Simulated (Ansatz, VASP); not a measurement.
# TaN in VASP and in Ansatz

```xyz
2
Lattice="2.9380 0.0000 0.0000 -1.4690 2.4681 0.0000 0.0000 0.0000 2.8830" Properties=species:S:1:pos:R:3 pbc="T T T"
Ta    0.0000    1.6454    1.4415
N     0.0000    0.0000    0.0000
```

Change from the starting cell: strain -0.0300 x Voigt [0, 1, 0, 0, 0, 0], atoms carried along.

Alike in both runs: task single point; functional r2SCAN; k mesh 18 × 18 × 16; occupations gaussian, width 0.15 eV; no spin polarisation.

```csv
,VASP,Ansatz
version,VASP 6.6.1,Ansatz 0.2.0
potentials or method,"VASP PAW PBE potentials, release 64 (Ta_pv, N), cutoff 520 eV","scalar-relativistic, plane waves, PAW"
valence electrons in the cell,16,18
```

|  | VASP | Ansatz | Ansatz less VASP |
| --- | --- | --- | --- |
| gap on the k mesh at the Fermi level (eV) | none | none | - |
| pressure (GPa) | 13.1 | 11.2 | -1.84 |
| traceless stress, the component that is largest in VASP (GPa) | 10.73 | 10.81 | +0.085 |
| rms of the force components (eV/Å) | 0.045 | 0.042 | -0.0024 |

VASP's potentials were made for PBE, not for r2SCAN. Atom by atom the forces differ by 0.002 eV/Å (rms over components). A gap of «none» marks a metal or a gap that the smearing closes. VASP's potentials hold 16 valence electrons a cell and Ansatz's 18, so a difference there can come from the potentials and not from the codes.

Neither program's run includes spin-orbit coupling.
